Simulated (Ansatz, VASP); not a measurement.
**Two plane-wave programs on Ir2Pt**

```
CELL_PARAMETERS angstrom
0.00000 3.63856 3.63856
3.63856 0.00000 3.63856
3.63856 3.63856 0.00000
ATOMIC_POSITIONS crystal
Ir 0.12500 0.62500 0.62500
Ir 0.62500 0.62500 0.62500
Ir 0.62500 0.62500 0.12500
Ir 0.62500 0.12500 0.62500
Pt 0.00000 0.00000 0.00000
Pt 0.25000 0.25000 0.25000
```

Change from the starting cell: species swapped into the YPt2 type (Fd-3m, No. 227).

Alike in both runs: functional PBE; k mesh 10 × 10 × 10; occupations gaussian, width 0.1 eV; no spin polarisation.

Ansatz relaxed the structure, and its values are those at the end. VASP's run is a single point on that final structure, the one shown.

```csv
,VASP,Ansatz
version,VASP 6.6.1,Ansatz 0.2.0
potentials or method,"VASP PAW PBE potentials, release 64 (Ir, Pt), cutoff 500 eV","scalar-relativistic, plane waves, PAW"
valence electrons in the cell,56,104
```

|  | VASP | Ansatz | Ansatz less VASP |
| --- | --- | --- | --- |
| gap on the k mesh at the Fermi level (eV) | none | none | - |
| pressure (GPa) | 0.3 | 0.0 | -0.28 |

A gap of «none» marks a metal or a gap that the smearing closes. VASP's potentials hold 56 valence electrons a cell and Ansatz's 104, so a difference there can come from the potentials and not from the codes.

Neither program's run includes spin-orbit coupling.
